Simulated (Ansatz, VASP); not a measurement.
## Cd in VASP and in Ansatz

INCAR

```
PREC = Accurate
ENCUT = 520
EDIFF = 1E-6
ISMEAR = 0
SIGMA = 0.15
LREAL = F
LASPH = T
NELM = 60
ALGO = Fast
ISIF = 2
LWAVE = F
LCHARG = F
GGA = PS
NBANDS = 19
```

KPOINTS

```
Automatic mesh
0
Gamma
  18 18 8
```

The input POSCAR:

```
Cd
1.0
    2.9788725081      0.0000000000      0.0000000000
   -1.4894362540      2.5797792666      0.0000000000
    0.0000000000      0.0000000000      5.4772087500
Cd
2
Direct
    0.3333333333      0.6666666667      0.2500000000
    0.6666666667      0.3333333333      0.7500000000
```

Input for Ansatz:

```yaml
crystal:
  lattice:
    - [2.9788725081, 0.0, 0.0]
    - [-1.489436254, 2.5797792666, 0.0]
    - [0.0, 0.0, 5.47720875]
  atoms:
    - { symbol: Cd, position: [0.3333333333, 0.6666666667, 0.25] }
    - { symbol: Cd, position: [0.6666666667, 0.3333333333, 0.75] }
basis:
  ecutwfc: 420
kpoints:
  mp_grid: { grid: [18, 18, 8] }
hamiltonian:
  xc: pbesol
scf:
  occupations: { method: gaussian, width: 0.15 }
output:
  forces: true
  stress: true
  eigenvalues: true
```

Change from the starting cell: strain +0.000 along x and y, -0.025 along z, atoms carried along.

Alike in both runs: task single point; functional PBEsol; k mesh 18 × 18 × 8; occupations gaussian, width 0.15 eV; no spin polarisation.

|  | VASP | Ansatz |
| --- | --- | --- |
| version | VASP 6.6.1 | Ansatz 0.2.0 |
| potentials or method | VASP PAW PBE potentials, release 64 (Cd), cutoff 520 eV | scalar-relativistic, plane waves, PAW |
| valence electrons in the cell | 24 | 40 |

|  | VASP | Ansatz | Ansatz less VASP |
| --- | --- | --- | --- |
| gap on the k mesh at the Fermi level (eV) | none | none | - |
| pressure (GPa) | 0.0 | -0.4 | -0.41 |
| traceless stress, the component that is largest in VASP (GPa) | 0.21 | 0.33 | +0.124 |

VASP's potentials were made for PBE, not for PBEsol. A gap of «none» marks a metal or a gap that the smearing closes. The functional is the same, so the differences come from potentials, cutoffs and numerics. VASP's potentials hold 24 valence electrons a cell and Ansatz's 40, so a difference there can come from the potentials and not from the codes.
